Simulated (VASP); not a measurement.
# Sb (Im-3m) in VASP: notebook

Runs on Sb. Level: PBE. Tasks: single point, relaxation of cell and atoms.

Everything below comes from runs of VASP 6.6.1. Logs are shortened: lines on timing, memory, paths and dates and some standing lists are left out, and cuts for length are marked.

## (1) The cell of the first run

The structure is cubic, space group Im-3m (No. 229). Conventional cell: a = 3.792 Å, b = 3.792 Å, c = 3.792 Å, α = 90.00°, β = 90.00°, γ = 90.00°. Within 4.3 Å of Sb (site symmetry m-3m) lie 14 Sb at 3.28 to 3.79 Å.

This isn't the form of Sb at room conditions, which is rhombohedral.

## (2) Single point, PBE

INCAR

```
SYSTEM = Sb
PREC = Accurate
ENCUT = 520
EDIFF = 1E-6
ISMEAR = -1
SIGMA = 0.05
LREAL = .FALSE.
LASPH = .TRUE.
NELM = 80
ALGO = Normal
ISIF = 2
LWAVE = .FALSE.
LCHARG = .FALSE.
GGA = PE
NBANDS = 8
```

KPOINTS

```
Automatic mesh
0
G
  17 17 17
  0 0 0
```

POSCAR

```
Sb
1.0
   -1.8959232765      1.8959232765      1.8959232765
    1.8959232765     -1.8959232765      1.8959232765
    1.8959232765      1.8959232765     -1.8959232765
Sb
1
Direct
    0.0000000000      0.0000000000      0.0000000000
```

Potentials or basis: VASP PAW PBE potentials, release 64 (Sb).

Command:

```bash
$ cat potpaw_PBE.64/Sb/POTCAR > POTCAR
$ mpirun -np 1 vasp_std > vasp.out
```

OUTCAR:

```text
SYSTEM = Sb
   PREC = Accurate
   ENCUT = 520
   EDIFF = 1E-6
   ISMEAR = -1
   LREAL = .FALSE.
   LASPH = .TRUE.
   NELM = 80
   ISIF = 2
   GGA = PE

 ion  position               nearest neighbor table
   1  0.000  0.000  0.000-

  LATTYP: Found a body centered cubic cell.
 ALAT       =     3.7918465530

  Lattice vectors:

 A1 = (  -1.8959232765,   1.8959232765,   1.8959232765)
 A2 = (   1.8959232765,  -1.8959232765,   1.8959232765)
 A3 = (   1.8959232765,   1.8959232765,  -1.8959232765)

Analysis of symmetry for initial positions (statically):
=====================================================================
 Subroutine PRICEL returns:
 Original cell was already a primitive cell.

 Routine SETGRP: Setting up the symmetry group for a
 body centered cubic supercell.

 Subroutine GETGRP returns: Found 48 space group operations
 (whereof 48 operations were pure point group operations)
 out of a pool of 48 trial point group operations.

The static configuration has the point symmetry O_h .

Analysis of symmetry for dynamics (positions and initial velocities):
=====================================================================
 Subroutine PRICEL returns:
 Original cell was already a primitive cell.

 Routine SETGRP: Setting up the symmetry group for a
 body centered cubic supercell.

 Subroutine GETGRP returns: Found 48 space group operations
 (whereof 48 operations were pure point group operations)
 out of a pool of 48 trial point group operations.

The dynamic configuration has the point symmetry O_h .

 Subroutine INISYM returns: Found 48 space group operations
 (whereof 48 operations are pure point group operations),
 and found     1 'primitive' translations

----------------------------------------------------------------------------------------

                                     Primitive cell

  volume of cell :      27.2598

  direct lattice vectors                    reciprocal lattice vectors
    -1.895923277  1.895923277  1.895923277     0.000000000  0.263723752  0.263723752
     1.895923277 -1.895923277  1.895923277     0.263723752  0.000000000  0.263723752
     1.895923277  1.895923277 -1.895923277     0.263723752  0.263723752  0.000000000

  length of vectors
     3.283835442  3.283835442  3.283835442     0.372961707  0.372961707  0.372961707

  position of ions in fractional coordinates (direct lattice)
     0.000000000  0.000000000  0.000000000

  ion indices of the primitive-cell ions
   primitive index   ion index
                 1           1

----------------------------------------------------------------------------------------

 KPOINTS: Automatic mesh

Automatic generation of k-mesh.
 Grid dimensions read from file:
 generate k-points for:   17   17   17

 Generating k-lattice:

  Cartesian coordinates                     Fractional coordinates (reciprocal lattice)
     0.000000000  0.015513162  0.015513162     0.058823529  0.000000000  0.000000000
     0.015513162  0.000000000  0.015513162     0.000000000  0.058823529  0.000000000
     0.015513162  0.015513162  0.000000000     0.000000000  0.000000000  0.058823529

  Length of vectors
     0.021938924  0.021938924  0.021938924

  Shift w.r.t. Gamma in fractional coordinates (k-lattice)
     0.000000000  0.000000000  0.000000000

 Subroutine IBZKPT returns following result:
 ===========================================

 Found    165 irreducible k-points:

 Following reciprocal coordinates:
            Coordinates               Weight
  0.000000  0.000000  0.000000      1.000000
  0.058824  0.000000  0.000000     12.000000
  0.117647  0.000000  0.000000     12.000000
  0.176471  0.000000  0.000000     12.000000
  0.235294  0.000000  0.000000     12.000000
  0.294118  0.000000  0.000000     12.000000
[... 16 lines left out ...]
  0.411765  0.117647  0.000000     48.000000
  0.176471  0.176471  0.000000     24.000000
 [... further k-points ...]
   k-points           NKPTS =    165   k-points in BZ     NKDIM =    165   number of bands    NBANDS=      8
   number of dos      NEDOS =    301   number of ions     NIONS =      1
   total plane-waves  NPLWV =  13824
   dimension x,y,z NGX =    24 NGY =   24 NGZ =   24
   dimension x,y,z NGXF=    48 NGYF=   48 NGZF=   48
   ions per type =               1
   NGX,Y,Z   is equivalent  to a cutoff of  12.15, 12.15, 12.15 a.u.
   NGXF,Y,Z  is equivalent  to a cutoff of  24.30, 24.30, 24.30 a.u.
 SYSTEM =  Sb
   PREC   = accura    normal or accurate (medium, high low for compatibility)
   ISTART =      0    job   : 0-new  1-cont  2-samecut
   ICHARG =      2    charge: 1-file 2-atom 10-const
   ISPIN  =      1    spin polarized calculation?
   LNONCOLLINEAR =      F non collinear calculations
   LSORBIT =      F    spin-orbit coupling
   LASPH  =      T    aspherical Exc in radial PAW
   ENCUT  =  520.0 eV  38.22 Ry    6.18 a.u.   6.11  6.11  6.11*2*pi/ulx,y,z
   NELM   =     80;   NELMIN=  2; NELMDL= -5     # of ELM steps
   EDIFF  = 0.1E-05   stopping-criterion for ELM
   LREAL  =      F    real-space projection
   EDIFFG = 0.1E-04   stopping-criterion for IOM
   NSW    =      0    number of steps for IOM
   IBRION =     -1    ionic relax: 0-MD 1-quasi-New 2-CG
   NFREE  =      0    steps in history (QN), initial steepest desc. (CG)
   ISIF   =      2    stress and relaxation
   ISYM   =      2    0-nonsym 1-usesym 2-fastsym
   POTIM  = 0.5000    time-step for ionic-motion
   TEBEG  =    0.0;   TEEND  =   0.0 temperature during run
   PSTRESS=    0.0 pullay stress
   NELECT =       5.0000    total number of electrons
   NUPDOWN=      -1.0000    fix difference up-down
   EMIN   =  10.00;   EMAX   =-10.00  energy-range for DOS
   EFERMI =   0.00;   METHOD = LEGACY
   ISMEAR =    -1;   SIGMA  =   0.05  broadening in eV -4-tet -1-fermi 0-gaus
   EFERMI_NEDOS =   21; number of points for ismear=-14 and -15
   IALGO  =     38    algorithm
   IMIX   =      4    mixing-type and parameters
     AMIX     =   0.40;   BMIX     =  1.00
     AMIX_MAG =   1.60;   BMIX_MAG =  1.00
  volume/ion in A,a.u.               =      27.26       183.96
  Fermi-wavevector in a.u.,A,eV,Ry     =   0.930159  1.757747 11.771715  0.865197
  Thomas-Fermi vector in A             =   2.056518
   LORBIT       =      0    0 simple, 1 ext, 2 COOP (PROOUT), +10 PAW based schemes
   GGA     = PE    functional components
   LHFCALC =     F    Hartree Fock is set to
   AEXX    =    0.0000 exact exchange contribution
   IVDW    =     0    specifies the selected vdW correction
   LEPSILON=     F    determine dielectric tensor
   LRPA    =     F    only Hartree local field effects (RPA)
 non-spin polarized calculation
  energy-cutoff  :      520.00
  volume of cell :       27.26
 maximum number of plane-waves:       743
   NGX = 13   NGY = 13   NGZ = 13

 number of electron       5.0000000 magnetization

 Free energy of the ion-electron system (eV)
  ---------------------------------------------------
  ext. energy  EPLUGINS =         0.00000000
  ---------------------------------------------------
  free energy    TOTEN  =        -3.90608883 eV

  energy without entropy =       -3.89903314  energy(sigma->0) =       -3.90256098

 E-fermi :   8.3085     XC(G=0): -10.1757

 val. band max:        8.3053520533   @ k =   0.2353   0.1176   0.1176
 cond. band min:       8.3167640214   @ k =  -0.4706  -0.4706   0.1176
 fundamental gap:      0.0114119682
 Fermi energy:         8.3085379401

 k-point     1 :       0.0000    0.0000    0.0000
  band No.  band energies     occupation
      1      -4.4568      2.00000
      2      13.6814      0.00000
      3      13.6814      0.00000
      4      13.6814      0.00000
      5      18.7878      0.00000
      6      18.7878      0.00000
      7      18.7878      0.00000
      8      20.0747      0.00000

 k-point     2 :       0.0588    0.0000    0.0000
  band No.  band energies     occupation
      1      -4.3852      2.00000
      2      13.1024      0.00000
      3      13.4408      0.00000
      4      13.6221      0.00000
      5      18.3025      0.00000
      6      18.3366      0.00000
      7      19.1095      0.00000
      8      19.6745      0.00000

 k-point     3 :       0.1176    0.0000    0.0000
  band No.  band energies     occupation
      1      -4.1709      2.00000
      2      11.7336      0.00000
      3      12.8631      0.00000
      4      13.4494      0.00000
      5      17.4363      0.00000
      6      17.5721      0.00000
      7      19.3352      0.00000
      8      19.8205      0.00000

 k-point     4 :       0.1765    0.0000    0.0000
  band No.  band energies     occupation
      1      -3.8156      2.00000
      2      10.0636      0.00000
      3      12.1709      0.00000
      4      13.1858      0.00000
      5      16.6221      0.00000
      6      16.9061      0.00000
      7      19.2658      0.00000
      8      20.0904      0.00000

 k-point     5 :       0.2353    0.0000    0.0000
  band No.  band energies     occupation
      1      -3.3235      2.00000
      2       8.3374      0.71931
      3      11.4979      0.00000
      4      12.8733      0.00000
      5      15.9571      0.00000
      6      16.3428      0.00000
      7      19.4579      0.00000
      8      20.4602      0.00000
[... 177 lines left out ...]
 k-point    22 :       0.3529    0.1176    0.0000
  band No.  band energies     occupation
      1      -1.0278      2.00000
      2       3.9938      2.00000
      3       8.8202      0.00007
      4      11.3133      0.00000
      5      15.5048      0.00000
      6      17.2345      0.00000
      7      19.9899      0.00000
      8      22.8588      0.00000

 k-point    23 :       0.4118    0.1176    0.0000
  band No.  band energies     occupation
      1      -0.4361      2.00000
      2       3.1400      2.00000
      3       8.6471      0.00229
      4      11.2015      0.00000
      5      15.3902      0.00000
      6      17.1799      0.00000
      7      20.6921      0.00000
      8      21.9490      0.00000

 k-point    24 :       0.1765    0.1765    0.0000
  band No.  band energies     occupation
      1      -2.5665      2.00000
      2       7.1504      2.00000
      3       9.2595      0.00000
      4      11.7755      0.00000
      5      16.4772      0.00000
      6      17.3511      0.00000
      7      19.8529      0.00000
      8      20.9223      0.00000

 [... further k-points ...]
[... 5 lines left out ...]
  --------------------------------------------------------------------------------------
  -------------------------------------------------------------------------------------
  Total       -0.0240394     -0.0240394     -0.0240394     -0.0000000     -0.0000000      0.0000000
  in kB       -1.4129021     -1.4129021     -1.4129021     -0.0000000     -0.0000000      0.0000000
  external PRESSURE =      -1.4129021 kB  Pullay stress =       0.0000000 kB

 VOLUME and BASIS-vectors are now :
 -----------------------------------------------------------------------------
  energy-cutoff  :      520.00
  volume of cell :       27.26
      direct lattice vectors                 reciprocal lattice vectors
    -1.895923277  1.895923277  1.895923277     0.000000000  0.263723752  0.263723752
     1.895923277 -1.895923277  1.895923277     0.263723752  0.000000000  0.263723752
     1.895923277  1.895923277 -1.895923277     0.263723752  0.263723752  0.000000000

 POSITION                                       TOTAL-FORCE (eV/Angst)
 -----------------------------------------------------------------------------------
      0.00000      0.00000      0.00000        -0.000000     -0.000000     -0.000000
 -----------------------------------------------------------------------------------
    total drift:                                0.000000      0.000000      0.000000

  FREE ENERGIE OF THE ION-ELECTRON SYSTEM (eV)
  ---------------------------------------------------
  free  energy   TOTEN  =        -3.9060888273 eV

  energy  without entropy=       -3.8990331422  energy(sigma->0) =       -3.90256098
```

Wall time 28 s (1 thread of Intel Xeon 8259CL, shared host); peak memory 0.16 GiB.

Results:

| Quantity | Value |
| --- | --- |
| Free energy | -3.9061 eV |
| Pressure | -0.1 GPa |
| Band gap on the k mesh | zero (an odd number of electrons rules out a gap without spin polarisation) |

Levels at points of the mesh, in eV from the Fermi level:
```
           k point  band 1  band 2  band 3  band 4  band 5  band 6  band 7
(0.00, 0.00, 0.00)  -12.77    5.37    5.37    5.37   10.48   10.48   10.48
```

Caveat: spin-orbit coupling is left out, which moves the levels of the heavy elements.

## (3) Relaxation of cell and atoms, PBE

This run uses another cell than the first one, of 18.71 Å³/atom.

INCAR

```
SYSTEM = Sb
  PREC = Accurate
  ENCUT = 600
  EDIFF = 1E-6
  ISMEAR = -1
  SIGMA = 0.05
  LREAL = .False.
  LASPH = .True.
  NELM = 80
  ALGO = Normal
  ISIF = 3
  LWAVE = .False.
  LCHARG = .False.
  GGA = PE
  IBRION = 2
  NSW = 100
  EDIFFG = -0.005
```

KPOINTS

```
Automatic mesh
0
Gamma
  17 17 17
  0 0 0
```

POSCAR

```
Sb
1.0
   -1.6722553884      1.6722553884      1.6722553884
    1.6722553884     -1.6722553884      1.6722553884
    1.6722553884      1.6722553884     -1.6722553884
Sb
1
Direct
    0.0000000000      0.0000000000      0.0000000000
```

Potentials or basis: VASP PAW PBE potentials, release 64 (Sb).

Command:

```bash
$ cat potpaw_PBE.64/Sb/POTCAR > POTCAR
$ mpirun -np 1 vasp_std > vasp.out
```

It took 68 s on 1 thread of Intel Xeon 8259CL, shared host; peak memory 0.16 GiB.

It converged, with:

* Free energy: -3.9059 eV
* Relaxed volume: 27.19 Å³/atom
* Relaxed cell: a = 3.281 Å, b = 3.281 Å, c = 3.281 Å, α = 109.47°, β = 109.47°, γ = 109.47°
* Space group after relaxing (to 0.1 Å): Im-3m (No. 229)
* Energy gained by relaxing: 991.7 meV/atom
* Ionic steps: 5
* Pressure after relaxing: 0.0 GPa
* Band gap on the k mesh: zero (an odd number of electrons rules out a gap without spin polarisation)

The path:
| step | energy change (eV) | largest force (eV/Å) | pressure (GPa) | volume (Å³) |
| --- | --- | --- | --- | --- |
| 1 | 0.0000 | 0.0000 | 53.73 | 18.71 |
| 2 | -0.3661 | 0.0000 | -9.61 | 41.35 |
| 3 | -0.9900 | 0.0000 | -1.05 | 27.70 |
| 4 | -0.9913 | 0.0000 | -0.47 | 27.42 |
| 5 | -0.9917 | 0.0000 | 0.01 | 27.19 |

Final structure:
```
Sb
1.0
    -1.89435    1.89435    1.89435
     1.89435   -1.89435    1.89435
     1.89435    1.89435   -1.89435
Sb
1
Direct
  0.00000 0.00000 0.00000
```

Levels at points of the mesh, in eV from the Fermi level:
| k point | band 1 | band 2 | band 3 | band 4 | band 5 | band 6 |
| --- | --- | --- | --- | --- | --- | --- |
| (0.00, 0.00, 0.00) | -12.79 | 5.39 | 5.39 | 5.39 | 10.49 | 10.49 |

Caveat: the volume moved by over 15 % at a fixed basis, so the end points are rough; spin-orbit coupling is left out, which moves the levels of the heavy elements.
